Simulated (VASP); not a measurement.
Write the native input for VASP 6.6.1 that does the following.

```yaml
Task: single point
Functional: PBE
Potentials_or_basis: VASP PAW PBE potentials, release 64 (Ge_d)
Cutoff: 520 eV
k_mesh: 14 × 14 × 14
Occupations: gaussian, width 0.15 eV
Spin: no spin polarisation
Dipole_correction: no
Further_INCAR_settings: ALGO = Normal; EDIFF = 1e-06; NBANDS = 21
```

The structure of Ge lies in POSCAR:

```
Ge
1.0
    0.0000000000      2.8287700000      2.7580507500
    2.8287700000      0.0000000000      2.7580507500
    2.8287700000      2.8287700000      0.0000000000
Ge
2
Direct
    0.5000000000      0.5000000000      0.5000000000
    0.7500000000      0.7500000000      0.7500000000
```

This cell differs from its parent crystal: strain +0.000 along x and y, -0.025 along z.

These files were run (other wordings do the same):

INCAR

```
ALGO = Normal ; EDIFF = 1E-6
ENCUT = 520 ; GGA = PE
ISIF = 2 ; ISMEAR = 0
LASPH = T ; LCHARG = F
LREAL = F ; LWAVE = F
NBANDS = 21 ; NELM = 80
PREC = Accurate ; SIGMA = 0.15
```

KPOINTS

```
k-points
0
Gamma
  14 14 14
```

Potentials or basis: VASP PAW PBE potentials, release 64 (Ge_d).

Run with:

```bash
$ cat potpaw_PBE.64/Ge_d/POTCAR > POTCAR
$ mpirun -np 1 vasp_std > vasp.out
```

It gave:

```json
{
 "Pressure": "5.6 GPa"
}
```

Caveat: the cell differs from its parent crystal (strain +0.000 along x and y, -0.025 along z).

Run time: 110 s on 1 thread of Intel(R) Xeon(R) 6975P-C (Granite Rapids) (shared host), peak memory 0.3 GiB.
